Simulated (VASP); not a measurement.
A run of VASP 6.6.1:

The input INCAR:

```
ALGO = Normal
EDIFF = 1E-6
ENCUT = 520
GGA = PE
GGA_COMPAT = F
ISIF = 2
ISMEAR = -1
LASPH = T
LCHARG = T
LELF = T
LREAL = Auto
LVHAR = T
LWAVE = F
NBANDS = 412
NELECT = 714.0
NELM = 120
PREC = Accurate
SIGMA = 0.01
```

The input KPOINTS:

```
k-points
0
Gamma
  1 1 1
```

The input POSCAR:

```
Hf32CuO64
1.0
   10.5886410500      0.0000000000      0.0000000000
    5.2943205200     10.1394069600      0.0000000000
    0.0000000000      0.0000000000     10.2034546700
Hf O Cu
32 64 1
Direct
    0.1995161816      0.6340663164      0.1195724062
    0.4569434297      0.1324845596      0.1072931878
    0.1471722243      0.1335680241      0.3702959077
    0.4150327722      0.6334368790      0.3702587967
    0.0823915890      0.3668766137      0.1188931207
    0.3326268006      0.8675989576      0.1203027957
    0.0500978259      0.8637038821      0.3697730783
    0.2981680259      0.3720758745      0.3690329803
    0.1985095838      0.6347452616      0.6217484643
    0.4501143316      0.1350161562      0.6273377212
    0.1671681396      0.1330196886      0.8701791094
    0.4170790667      0.6339174401      0.8699535851
    0.0829326829      0.3660594270      0.6214845511
    0.3314788799      0.8685958855      0.6199844472
    0.0506751396      0.8667736540      0.8699577461
    0.2988053376      0.3695474852      0.8697496702
    0.7007306211      0.6308827092      0.1172993094
    0.9470228274      0.1321237114      0.1170825342
    0.6699952525      0.1330339038      0.3683396156
    0.9198238150      0.6297873074      0.3693810496
    0.5812482678      0.3683714411      0.1191686221
    0.8340884917      0.8659837496      0.1194911627
    0.5620495102      0.8482094916      0.3709634495
    0.7960706857      0.3685386543      0.3698209867
    0.7014852649      0.6307429236      0.6217403415
    0.9457465558      0.1348292769      0.6231033822
    0.6717403217      0.1326410124      0.8679620817
    0.9174755819      0.6342379670      0.8694218944
    0.5806266641      0.3673265328      0.6186915664
    0.8319865491      0.8673349230      0.6188709929
    0.5505636915      0.8646351193      0.8692558990
    0.8000437402      0.3678458258      0.8695547644
    0.1629767656      0.0334062767      0.1920031975
    0.4147257203      0.5346805764      0.1923099678
    0.0454979878      0.0325245305      0.4447648851
    0.2992322815      0.5350880338      0.4435815676
   -0.0007469251      0.7304413483      0.2449595904
    0.2418745305      0.2335409929      0.2493151518
    0.0197959352      0.7300602600      0.4951039171
    0.2678116853      0.2339952015      0.5002606695
    0.2496140125      0.7700941576      0.4950495801
    0.5018269822      0.2647324912      0.4934729279
    0.2305530475      0.7683314454      0.2451809845
    0.4783449075      0.2719025359      0.2401805700
    0.1982038633      0.4675278485      0.1924295507
    0.4544642745      0.9632703282      0.1859824582
    0.0839711727      0.4651287736      0.4429022062
    0.3334361816      0.9658715191      0.4370728967
    0.1643966384      0.0354278037      0.6903567427
    0.4150357655      0.5346262217      0.6914391932
    0.0497722399      0.0344780675      0.9399223912
    0.3006288906      0.5344395656      0.9425052705
   -0.0017543246      0.7324143782      0.7446074256
    0.2497267380      0.2316261055      0.7474330671
    0.0199221719      0.7314559244      0.9945316559
    0.2701448031      0.2333992863      0.9958508750
    0.2509210677      0.7695970345      0.9950780152
    0.5045804973      0.2676264508      0.9913981669
    0.2300194198      0.7699346504      0.7449545192
    0.4800398468      0.2709703039      0.7448248197
    0.1979667468      0.4674087260      0.6931790708
    0.4481262275      0.9669128121      0.6923493615
    0.0835108616      0.4670379038      0.9425478498
    0.3342860891      0.9670852479      0.9426815075
    0.6677485857      0.0337012475      0.1901111264
    0.9161591842      0.5315859033      0.1914337951
    0.5664521531      0.0188776776      0.4526141361
    0.7978282031      0.5345544954      0.4402137526
    0.5004693597      0.7295082793      0.2457844393
    0.7468626657      0.2313734914      0.2432292979
    0.5195582928      0.7275775489      0.4966838983
    0.7683000619      0.2301466042      0.4938060518
    0.7537399444      0.7638204489      0.4946899361
    0.9939168625      0.2718462125      0.4966156116
    0.7328276749      0.7651522475      0.2436114629
    0.9753157956      0.2670062115      0.2447762979
    0.6988367381      0.4659120616      0.1904865823
    0.9501074952      0.9651984790      0.1919753933
    0.5817261962      0.4648573084      0.4403444870
    0.8347997319      0.9644872502      0.4404854981
    0.6668189765      0.0349786588      0.6921689074
    0.9155883395      0.5337109299      0.6919756266
    0.5529818427      0.0334100433      0.9356551667
    0.8002164076      0.5344578299      0.9403632043
    0.4985862288      0.7321265627      0.7451005130
    0.7489846678      0.2322649708      0.7434056752
    0.5192742805      0.7309017624      0.9952031226
    0.7699504295      0.2325317172      0.9930755892
    0.7511285396      0.7688297203      0.9941427573
    1.0020361716      0.2682910226      0.9954830457
    0.7299091864      0.7691078088      0.7440634125
    0.9805057860      0.2690102728      0.7460398933
    0.6993714276      0.4649478370      0.6905481853
    0.9479121059      0.9667243643      0.6927761347
    0.5839687830      0.4671037089      0.9408489465
    0.8352613631      0.9668204107      0.9434595952
    0.4017554557      0.1005562952      0.3490793763
```

Potentials or basis: VASP PAW PBE potentials, release 64 (Hf_pv, O, Cu).

Launch:

```console
$ cat potpaw_PBE.64/Hf_pv/POTCAR potpaw_PBE.64/O/POTCAR potpaw_PBE.64/Cu/POTCAR > POTCAR
$ mpirun -np 1 vasp_gam > vasp.out
```

Hardware: 1 thread of AMD EPYC 7R43 64-Core Processor (Zen 3), on a shared host.

Q: Estimate the wall time of this run.

A: Wall time 47 min on 1 thread of AMD EPYC 7R43 64-Core Processor (Zen 3), on a shared host, peak memory 1.2 GiB. Counts: scf iterations 24, k points 1.
